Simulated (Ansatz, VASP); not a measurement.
Te3WCl2 in VASP and in Ansatz

INCAR

```
  PREC = Accurate
  ENCUT = 520
  EDIFF = 1E-6
  ISMEAR = 0
  SIGMA = 0.1
  LREAL = False
  LASPH = True
  NELM = 60
  ALGO = Normal
  ISIF = 2
  LWAVE = False
  LCHARG = False
  GGA = PE
  NBANDS = 32
```

Contents of KPOINTS:

```
regular mesh
0
Gamma
  3 3 3
```

Contents of POSCAR:

```
Te3WCl2
1.0
    3.1894623300      1.8414369300      5.3016886300
   -3.1894623300      1.8414369300      5.3016886300
    0.0000000000     -3.6828738700      5.3016886300
Te W Cl
3 1 2
Direct
    0.0000000000      0.5000000000      0.5000000000
    0.5000000000      0.5000000000      0.0000000000
    0.5000000000      0.0000000000      0.5000000000
    0.5000000000      0.5000000000      0.5000000000
    0.1230388300      0.1230388300      0.1230388300
    0.8769611700      0.8769611700      0.8769611700
```

Input for Ansatz:

```yaml
crystal:
  lattice:
    - [3.18946233, 1.84143693, 5.30168863]
    - [-3.18946233, 1.84143693, 5.30168863]
    - [0.0, -3.68287387, 5.30168863]
  atoms:
    - { symbol: Te, position: [0.0, 0.5, 0.5] }
    - { symbol: Te, position: [0.5, 0.5, 0.0] }
    - { symbol: Te, position: [0.5, 0.0, 0.5] }
    - { symbol: W, position: [0.5, 0.5, 0.5] }
    - { symbol: Cl, position: [0.12303883, 0.12303883, 0.12303883] }
    - { symbol: Cl, position: [0.87696117, 0.87696117, 0.87696117] }
basis:
  ecutwfc: 420
kpoints:
  mp_grid: { grid: [3, 3, 3] }
hamiltonian:
  xc: pbe
scf:
  occupations: { method: gaussian, width: 0.1 }
  lower_state_search: "off"
output:
  forces: true
  stress: true
  eigenvalues: true
```

Change from the starting cell: species swapped into the Y2NiRu3 type (R-3m, No. 166).

Alike in both runs: task single point; functional PBE; k mesh 3 × 3 × 3; occupations gaussian, width 0.1 eV; no spin polarisation.

```csv
,VASP,Ansatz
version,VASP 6.6.1,Ansatz 0.2.0
potentials or method,"VASP PAW PBE potentials, release 64 (Te, W_sv, Cl), cutoff 520 eV","scalar-relativistic, plane waves, PAW"
valence electrons in the cell,46,76
```

```csv
,VASP,Ansatz,Ansatz less VASP
gap on the k mesh at the Fermi level (eV),none,none,-
pressure (GPa),-8.1,-8.0,+0.07
"traceless stress, the component that is largest in VASP (GPa)",-2.14,-2.18,-0.039
rms of the force components (eV/Å),0.042,0.042,+0.0001
```

Atom by atom the forces differ by 0.000 eV/Å (rms over components). A gap of «none» marks a metal or a gap that the smearing closes. With one functional, cell and mesh, what is left measures potentials, basis and numerics. VASP's potentials hold 46 valence electrons a cell and Ansatz's 76, so a difference there can come from the potentials and not from the codes.

The k mesh is coarse, so the values compare programs but aren't converged. Neither program's run includes spin-orbit coupling.
